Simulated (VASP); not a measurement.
Runs of VASP 6.6.1 on Zr. The structure is that of space group Im-3m (No. 229), or close to it. The cells are those of the table. 

| task | cell | k mesh for the DOS | occupations for the DOS | gap on the mesh (eV) | pressure (GPa) |
| --- | --- | --- | --- | --- | --- |
| single point | a = 3.071 Å, angles 109.5°, 1 atom | - | - | none | 2.3 |
| single point | a = 3.156 Å, angles 109.5°, 1 atom | - | - | none | (b) |
| single point | a = 3.093 Å, angles 109.5°, 1 atom | - | - | none | 0.4 |
| electric field gradients | a = 3.093 Å, angles 109.5°, 1 atom | - | - | none | 0.4 |
| electric field gradients | a = 3.082 Å, angles 109.5°, 1 atom | - | - | none | (a) |
| single point | a = 3.125 Å, angles 109.5°, 1 atom | - | - | none | -2.2 |
| electric field gradients | a = 3.135 Å, angles 109.5°, 1 atom | - | - | none | -3.0 |
| single point | a = 3.186 Å, angles 109.5°, 1 atom | - | - | none | -6.5 |
| electric field gradients | a = 3.071 Å, angles 109.5°, 1 atom | - | - | none | 2.3 |
| electric field gradients | a = 3.125 Å, angles 109.5°, 1 atom | - | - | none | -2.2 |
| electric field gradients | a = 3.114 Å, angles 109.5°, 1 atom | - | - | none | -1.4 |

Alike in all rows: level PBE; potentials or basis VASP PAW PBE potentials, release 64 (Zr_sv); no spin polarisation; k mesh 14 × 14 × 14; cutoff (eV) 520; smearing fermi-dirac 0.08 eV.

**Question.** Estimate the missing entries.

**Answer.** (a) 1.3; (b) -4.5.

A k mesh can miss the band edges, and the runs leave out spin-orbit coupling on Zr.

A gap of «none» marks levels without a gap at the run's occupations.
